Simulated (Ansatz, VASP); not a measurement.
One calculation of Pd, two programs

Contents of INCAR:

```
PREC = Accurate
ENCUT = 520
EDIFF = 1E-7
ISMEAR = -1
SIGMA = 0.05
LREAL = F
LASPH = T
NELM = 60
ALGO = Normal
ISIF = 2
LWAVE = F
LCHARG = F
GGA = PS
NBANDS = 17
```

The input KPOINTS:

```
regular mesh
0
Gamma
  12 12 7
```

File POSCAR:

```
Pd
1.0
    2.7983685316      0.0000000000      0.0000000000
   -1.3991842658      2.4234582375      0.0000000000
    0.0000000000      0.0000000000      4.5333570212
Pd
2
Direct
    0.2333333333      0.6166666667      0.1750000000
    0.7666666667      0.3833333333      0.8250000000
```

Input for Ansatz:

```yaml
crystal:
  lattice:
    - [2.7983685316, 0.0, 0.0]
    - [-1.3991842658, 2.4234582375, 0.0]
    - [0.0, 0.0, 4.5333570212]
  atoms:
    - { symbol: Pd, position: [0.2333333333, 0.6166666667, 0.175] }
    - { symbol: Pd, position: [0.7666666667, 0.3833333333, 0.825] }
kpoints:
  mp_grid: { grid: [12, 12, 7] }
scf:
  occupations: { method: fermi_dirac, width: 0.05 }
hamiltonian:
  xc: pbesol
  pseudopotentials: { kind: all_electron, lapw: { basis_error: 0.001 } }
output:
  forces: true
  stress: true
  eigenvalues: true
  populations: true
```

Change from the starting cell: shortest bond scaled by 0.7, LAPW.

Alike in both runs: task single point; functional PBEsol; k mesh 12 × 12 × 7; occupations fermi-dirac, width 0.05 eV; no spin polarisation.

```csv
,VASP,Ansatz
version,VASP 6.6.1,Ansatz 0.2.0
potentials or method,"VASP PAW PBE potentials, release 64 (Pd), cutoff 520 eV","all-electron LAPW, scalar-relativistic"
```

Ansatz gave:

| Quantity | Value |
| --- | --- |
| pressure (GPa) | 66.3 |
| traceless stress, the component that is largest in VASP (GPa) | 58.54 |
| rms of the force components (eV/Å) | 10.444 |

Problem. Which values does VASP return?

Solution. Pressure (GPa): 58.5; traceless stress, the component that is largest in VASP (GPa): 49.28; rms of the force components (eV/Å): 9.151.

VASP's potentials were made for PBE, not for PBEsol. Atom by atom the forces differ by 1.308 eV/Å (rms over components). The pressures are high and differ by over a tenth, so treat them with care. Ansatz ran all-electron here, and VASP with PAW potentials.
